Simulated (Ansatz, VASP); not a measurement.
**Ru in VASP and in Ansatz**

```xyz
2
Lattice="2.7236 0.0000 0.0000 -1.3618 2.3587 0.0000 0.0000 0.0000 4.2891" Properties=species:S:1:pos:R:3 pbc="T T T"
Ru    0.0000    1.5724    1.0723
Ru    1.3618    0.7862    3.2168
```

Alike in both runs: task single point; functional PBE; k mesh 13 × 13 × 7; occupations gaussian, width 0.01 eV; no spin polarisation.

```csv
,VASP,Ansatz
version,VASP 6.6.1,Ansatz 0.2.0
potentials or method,"VASP PAW PBE potentials, release 64 (Ru_pv), cutoff 520 eV","plane waves (420 eV) with PAW, scalar-relativistic"
valence electrons in the cell,28,32
```

```csv
,VASP,Ansatz,Ansatz less VASP
pressure (GPa),-0.4,-0.3,+0.10
"traceless stress, the component that is largest in VASP (GPa)",0.41,0.38,-0.027
```

The functional is the same, so the differences come from potentials, cutoffs and numerics. VASP's potentials hold 28 valence electrons a cell and Ansatz's 32, so a difference there can come from the potentials and not from the codes.
